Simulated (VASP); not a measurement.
# Sb (P6/mmm) in VASP: single point with PBEsol

Aim: the single point of Sb with PBEsol.

Everything below comes from runs of VASP 6.6.1. Logs are shortened: lines on timing, memory, paths and dates and some standing lists are left out, and cuts for length are marked.

## (1) The cell of the first run

The structure is hexagonal, space group P6/mmm (No. 191). Conventional cell: a = 3.143 Å, b = 3.143 Å, c = 9.616 Å, α = 90.00°, β = 90.00°, γ = 120.00°. Sb (site symmetry 6/mmm) has 6 Sb at 3.14 Å within 4.1 Å.

This isn't the form of Sb at room conditions, which is rhombohedral.

## (2) Single point, PBEsol

Contents of INCAR:

```
SYSTEM = Sb
ALGO = Normal
EDIFF = 1E-6
ENCUT = 500
GGA = PS
GGA_COMPAT = .FALSE.
ISIF = 2
ISMEAR = 0
LASPH = .TRUE.
LCHARG = .TRUE.
LELF = .TRUE.
LREAL = .FALSE.
LVHAR = .TRUE.
LWAVE = .FALSE.
NBANDS = 8
NELM = 120
PREC = Accurate
SIGMA = 0.1
```

Contents of KPOINTS:

```
k-points
0
G
  8 8 3
  0 0 0
```

Contents of POSCAR:

```
Sb
1.0
    3.1431919000      0.0000000000      0.0000000000
   -1.5715959500      2.7220840300      0.0000000000
    0.0000000000      0.0000000000      9.6155610000
Sb
1
Direct
    0.0000000000      0.0000000000      0.0000000000
```

Potentials or basis: VASP PAW PBE potentials, release 64 (Sb).

Launch:

```bash
cat potpaw_PBE.64/Sb/POTCAR > POTCAR
mpirun -np 1 vasp_std > vasp.out
```

OUTCAR:

```text
SYSTEM = Sb
   EDIFF = 1E-6
   ENCUT = 500
   GGA = PS
   ISIF = 2
   ISMEAR = 0
   LASPH = .TRUE.
   LREAL = .FALSE.
   NELM = 120
   PREC = Accurate

 ion  position               nearest neighbor table
   1  0.000  0.000  0.000-

  LATTYP: Found a hexagonal cell.
 ALAT       =     3.1431919000
 C/A-ratio  =     3.0591708384

  Lattice vectors:

 A1 = (   3.1431919000,   0.0000000000,   0.0000000000)
 A2 = (  -1.5715959500,   2.7220840300,   0.0000000000)
 A3 = (   0.0000000000,   0.0000000000,   9.6155610000)

Analysis of symmetry for initial positions (statically):
=====================================================================
 Subroutine PRICEL returns:
 Original cell was already a primitive cell.

 Routine SETGRP: Setting up the symmetry group for a
 hexagonal supercell.

 Subroutine GETGRP returns: Found 24 space group operations
 (whereof 24 operations were pure point group operations)
 out of a pool of 24 trial point group operations.

The static configuration has the point symmetry D_6h.

Analysis of symmetry for dynamics (positions and initial velocities):
=====================================================================
 Subroutine PRICEL returns:
 Original cell was already a primitive cell.

 Routine SETGRP: Setting up the symmetry group for a
 hexagonal supercell.

 Subroutine GETGRP returns: Found 24 space group operations
 (whereof 24 operations were pure point group operations)
 out of a pool of 24 trial point group operations.

The dynamic configuration has the point symmetry D_6h.

 Subroutine INISYM returns: Found 24 space group operations
 (whereof 24 operations are pure point group operations),
 and found     1 'primitive' translations

----------------------------------------------------------------------------------------

                                     Primitive cell

  volume of cell :      82.2711

  direct lattice vectors                    reciprocal lattice vectors
     3.143191900  0.000000000  0.000000000     0.318147931  0.183682794  0.000000000
    -1.571595950  2.722084030  0.000000000     0.000000000  0.367365588  0.000000000
     0.000000000  0.000000000  9.615561000     0.000000000  0.000000000  0.103998092

  length of vectors
     3.143191900  3.143191896  9.615561000     0.367365587  0.367365588  0.103998092

  position of ions in fractional coordinates (direct lattice)
     0.000000000  0.000000000  0.000000000

  ion indices of the primitive-cell ions
   primitive index   ion index
                 1           1

----------------------------------------------------------------------------------------

 KPOINTS: k-points

Automatic generation of k-mesh.
 Grid dimensions read from file:
 generate k-points for:    8    8    3

 Generating k-lattice:

  Cartesian coordinates                     Fractional coordinates (reciprocal lattice)
     0.039768491  0.022960349  0.000000000     0.125000000  0.000000000  0.000000000
     0.000000000  0.045920698  0.000000000     0.000000000  0.125000000  0.000000000
     0.000000000  0.000000000  0.034666031     0.000000000  0.000000000  0.333333333

  Length of vectors
     0.045920698  0.045920698  0.034666031

  Shift w.r.t. Gamma in fractional coordinates (k-lattice)
     0.000000000  0.000000000  0.000000000

 Subroutine IBZKPT returns following result:
 ===========================================

 Found     20 irreducible k-points:

 Following reciprocal coordinates:
            Coordinates               Weight
  0.000000  0.000000  0.000000      1.000000
  0.125000  0.000000  0.000000      6.000000
  0.250000  0.000000  0.000000      6.000000
  0.375000 -0.000000  0.000000      6.000000
  0.500000  0.000000  0.000000      3.000000
  0.125000  0.125000  0.000000      6.000000
[... 12 lines left out ...]
  0.250000  0.250000  0.333333     12.000000
  0.375000  0.250000  0.333333     12.000000
   k-points           NKPTS =     20   k-points in BZ     NKDIM =     20   number of bands    NBANDS=      8
   number of dos      NEDOS =    301   number of ions     NIONS =      1
   total plane-waves  NPLWV =  40320
   dimension x,y,z NGX =    24 NGY =   24 NGZ =   70
   dimension x,y,z NGXF=    48 NGYF=   48 NGZF=  140
   ions per type =               1
   NGX,Y,Z   is equivalent  to a cutoff of  12.69, 12.69, 12.10 a.u.
   NGXF,Y,Z  is equivalent  to a cutoff of  25.39, 25.39, 24.20 a.u.
 SYSTEM =  Sb
   PREC   = accura    normal or accurate (medium, high low for compatibility)
   ISTART =      0    job   : 0-new  1-cont  2-samecut
   ICHARG =      2    charge: 1-file 2-atom 10-const
   ISPIN  =      1    spin polarized calculation?
   LNONCOLLINEAR =      F non collinear calculations
   LSORBIT =      F    spin-orbit coupling
   LASPH  =      T    aspherical Exc in radial PAW
   ENCUT  =  500.0 eV  36.75 Ry    6.06 a.u.   5.73  5.73 17.53*2*pi/ulx,y,z
   NELM   =    120;   NELMIN=  2; NELMDL= -5     # of ELM steps
   EDIFF  = 0.1E-05   stopping-criterion for ELM
   LREAL  =      F    real-space projection
   EDIFFG = 0.1E-04   stopping-criterion for IOM
   NSW    =      0    number of steps for IOM
   IBRION =     -1    ionic relax: 0-MD 1-quasi-New 2-CG
   NFREE  =      0    steps in history (QN), initial steepest desc. (CG)
   ISIF   =      2    stress and relaxation
   ISYM   =      2    0-nonsym 1-usesym 2-fastsym
   POTIM  = 0.5000    time-step for ionic-motion
   TEBEG  =    0.0;   TEEND  =   0.0 temperature during run
   PSTRESS=    0.0 pullay stress
   NELECT =       5.0000    total number of electrons
   NUPDOWN=      -1.0000    fix difference up-down
   EMIN   =  10.00;   EMAX   =-10.00  energy-range for DOS
   EFERMI =   0.00;   METHOD = LEGACY
   ISMEAR =     0;   SIGMA  =   0.10  broadening in eV -4-tet -1-fermi 0-gaus
   EFERMI_NEDOS =   21; number of points for ismear=-14 and -15
   IALGO  =     38    algorithm
   IMIX   =      4    mixing-type and parameters
     AMIX     =   0.40;   BMIX     =  1.00
     AMIX_MAG =   1.60;   BMIX_MAG =  1.00
  volume/ion in A,a.u.               =      82.27       555.19
  Fermi-wavevector in a.u.,A,eV,Ry     =   0.643649  1.216320  5.636678  0.414284
  Thomas-Fermi vector in A             =   1.710718
   LORBIT       =      0    0 simple, 1 ext, 2 COOP (PROOUT), +10 PAW based schemes
   GGA     = PS    functional components
   LHFCALC =     F    Hartree Fock is set to
   AEXX    =    0.0000 exact exchange contribution
   IVDW    =     0    specifies the selected vdW correction
   LEPSILON=     F    determine dielectric tensor
   LRPA    =     F    only Hartree local field effects (RPA)
 non-spin polarized calculation
 Gauss-broadening in eV      SIGMA  =   0.10
  energy-cutoff  :      500.00
  volume of cell :       82.27
 maximum number of plane-waves:      2108
 NGX is ok and might be reduce to    24
   NGX = 11   NGY = 11   NGZ = 35

 number of electron       5.0000001 magnetization

 Free energy of the ion-electron system (eV)
  ---------------------------------------------------
  ext. energy  EPLUGINS =         0.00000000
  ---------------------------------------------------
  free energy    TOTEN  =        -3.88242010 eV

  energy without entropy =       -3.87632408  energy(sigma->0) =       -3.87937209

 E-fermi :  -0.1644     XC(G=0):  -4.6898

 val. band max:       -0.8619928445   @ k =   0.3750  -0.0000   0.0000
 cond. band min:      -0.1237265144   @ k =   0.2500   0.2500   0.3333
 fundamental gap:      0.7382663302
 Fermi energy:        -0.1643915346

 k-point     1 :       0.0000    0.0000    0.0000
  band No.  band energies     occupation
      1     -12.2467      2.00000
      2      -3.4571      2.00000
      3       2.6316      0.00000
      4       5.3529      0.00000
      5       5.8772      0.00000
      6       6.3620      0.00000
      7       6.3620      0.00000
      8      11.2365      0.00000

 k-point     2 :       0.1250    0.0000    0.0000
  band No.  band energies     occupation
      1     -11.9254      2.00000
      2      -3.1397      2.00000
      3       2.9375      0.00000
      4       3.9167      0.00000
      5       5.4761      0.00000
      6       5.6580      0.00000
      7       6.1974      0.00000
      8       9.2518      0.00000

 k-point     3 :       0.2500    0.0000    0.0000
  band No.  band energies     occupation
      1     -10.9682      2.00000
      2      -2.2201      2.00000
      3       0.0786      0.00059
      4       3.8757      0.00000
      5       4.0580      0.00000
      6       6.4885      0.00000
      7       7.0874      0.00000
      8       8.0220      0.00000

 k-point     4 :       0.3750   -0.0000    0.0000
  band No.  band energies     occupation
      1      -9.4386      2.00000
      2      -3.3681      2.00000
      3      -0.8620      2.00000
      4       3.0362      0.00000
      5       5.4264      0.00000
      6       5.6231      0.00000
      7       7.2456      0.00000
      8       8.4332      0.00000

 k-point     5 :       0.5000    0.0000    0.0000
  band No.  band energies     occupation
      1      -8.1220      2.00000
      2      -5.3447      2.00000
      3       0.0810      0.00052
      4       2.6740      0.00000
      5       4.2184      0.00000
      6       6.9954      0.00000
      7       7.5718      0.00000
      8       7.6694      0.00000

 k-point     6 :       0.1250    0.1250    0.0000
  band No.  band energies     occupation
      1     -11.2857      2.00000
      2      -2.5197      2.00000
      3       1.5701      0.00000
      4       3.2848      0.00000
      5       3.5677      0.00000
      6       6.2415      0.00000
      7       6.8085      0.00000
      8      10.0525      0.00000

 k-point     7 :       0.2500    0.1250    0.0000
  band No.  band energies     occupation
      1     -10.0320      2.00000
      2      -1.6290      2.00000
      3      -1.3591      2.00000
      4       1.5308      0.00000
      5       4.8076      0.00000
      6       6.7295      0.00000
      7       8.0226      0.00000
      8       8.1902      0.00000

 k-point     8 :       0.3750    0.1250    0.0000
  band No.  band energies     occupation
      1      -8.3850      2.00000
      2      -4.4734      2.00000
      3      -0.0264      0.05105
      4       0.7473      0.00000
      5       4.8339      0.00000
      6       6.6697      0.00000
      7       9.1121      0.00000
      8       9.1777      0.00000

 k-point     9 :       0.2500    0.2500    0.0000
  band No.  band energies     occupation
      1      -8.5849      2.00000
      2      -3.0909      2.00000
      3      -1.2345      2.00000
      4      -0.1225      0.55375
      5       5.8768      0.00000
      6       6.3601      0.00000
      7       7.6371      0.00000
      8       9.4357      0.00000

 k-point    10 :       0.3750    0.2500    0.0000
  band No.  band energies     occupation
      1      -7.4691      2.00000
      2      -4.2821      2.00000
      3      -2.1348      2.00000
      4       0.6776      0.00000
      5       5.0745      0.00000
      6       6.8448      0.00000
      7       8.4370      0.00000
      8       8.6252      0.00000
[... 34 lines left out ...]
 k-point    14 :       0.3750   -0.0000    0.3333
  band No.  band energies     occupation
      1      -9.4385      2.00000
      2      -3.3681      2.00000
      3      -0.8635      2.00000
      4       3.0362      0.00000
      5       5.5174      0.00000
      6       5.7585      0.00000
      7       7.1205      0.00000
      8       7.2901      0.00000

 k-point    15 :       0.5000    0.0000    0.3333
  band No.  band energies     occupation
      1      -8.1220      2.00000
      2      -5.3447      2.00000
      3       0.0802      0.00054
      4       2.6740      0.00000
      5       4.2065      0.00000
      6       6.9986      0.00000
      7       7.8276      0.00000
      8       7.9523      0.00000

 k-point    16 :       0.1250    0.1250    0.3333
  band No.  band energies     occupation
      1     -11.2857      2.00000
      2      -2.5216      2.00000
      3       1.5701      0.00000
      4       3.2848      0.00000
      5       3.8521      0.00000
      6       5.0392      0.00000
      7       8.4735      0.00000
      8      10.0531      0.00000

 k-point    17 :       0.2500    0.1250    0.3333
  band No.  band energies     occupation
      1     -10.0320      2.00000
      2      -1.6290      2.00000
      3      -1.3608      2.00000
      4       1.5308      0.00000
      5       5.0808      0.00000
      6       6.1162      0.00000
      7       7.4297      0.00000
      8       9.7009      0.00000

 k-point    18 :       0.3750    0.1250    0.3333
  band No.  band energies     occupation
      1      -8.3850      2.00000
      2      -4.4734      2.00000
      3      -0.0274      0.05278
      4       0.7473      0.00000
      5       4.8179      0.00000
      6       6.9435      0.00000
      7       8.2546      0.00000
      8       9.2791      0.00000

 k-point    19 :       0.2500    0.2500    0.3333
  band No.  band energies     occupation
      1      -8.5849      2.00000
      2      -3.0909      2.00000
      3      -1.2345      2.00000
      4      -0.1237      0.56523
      5       5.8315      0.00000
      6       6.6493      0.00000
      7       7.6286      0.00000
      8       8.0910      0.00000

 k-point    20 :       0.3750    0.2500    0.3333
  band No.  band energies     occupation
      1      -7.4691      2.00000
      2      -4.2821      2.00000
      3      -2.1348      2.00000
      4       0.6771      0.00000
      5       5.0636      0.00000
      6       6.8317      0.00000
      7       8.6826      0.00000
      8       8.9080      0.00000

------------------------ aborting loop because EDIFF is reached ----------------------------------------

  FORCE on cell =-STRESS in cart. coord.  units (eV):
  Direction    XX          YY          ZZ          XY          YZ          ZX
  --------------------------------------------------------------------------------------
  -------------------------------------------------------------------------------------
  Total       -0.8370294     -0.8370294     -0.0011001      0.0000000      0.0000000      0.0000000
  in kB      -16.3006248    -16.3006247     -0.0214239      0.0000000      0.0000000      0.0000000
  external PRESSURE =     -10.8742245 kB  Pullay stress =       0.0000000 kB

 VOLUME and BASIS-vectors are now :
 -----------------------------------------------------------------------------
  energy-cutoff  :      500.00
  volume of cell :       82.27
      direct lattice vectors                 reciprocal lattice vectors
     3.143191900  0.000000000  0.000000000     0.318147931  0.183682794  0.000000000
    -1.571595950  2.722084030  0.000000000     0.000000000  0.367365588  0.000000000
     0.000000000  0.000000000  9.615561000     0.000000000  0.000000000  0.103998092

 POSITION                                       TOTAL-FORCE (eV/Angst)
 -----------------------------------------------------------------------------------
      0.00000      0.00000      0.00000         0.000000      0.000000      0.000000
 -----------------------------------------------------------------------------------
    total drift:                               -0.000000      0.000000     -0.000000

  FREE ENERGIE OF THE ION-ELECTRON SYSTEM (eV)
  ---------------------------------------------------
  free  energy   TOTEN  =        -3.8824200975 eV

  energy  without entropy=       -3.8763240758  energy(sigma->0) =       -3.87937209
```

It took 6.9 s on 1 thread of Intel Xeon 6975P-C (Granite Rapids), shared host; peak memory 0.18 GiB.

Results:

- Free energy: -3.8824 eV
- Pressure: -1.1 GPa
- Band gap on the k mesh: zero (an odd number of electrons rules out a gap without spin polarisation)

Levels at points of the mesh, in eV from the Fermi level:
| k point | band 1 | band 2 | band 3 | band 4 | band 5 | band 6 |
| --- | --- | --- | --- | --- | --- | --- |
| (0.00, 0.00, 0.00) | -12.08 | -3.29 | 2.80 | 5.52 | 6.04 | 6.53 |
| (0.50, 0.00, 0.00) | -7.96 | -5.18 | 0.25 | 2.84 | 4.38 | 7.16 |

Caveat: the PAW data sets were made with another functional, which shifts forces and pressure a little; spin-orbit coupling is left out, which moves the levels of the heavy elements.
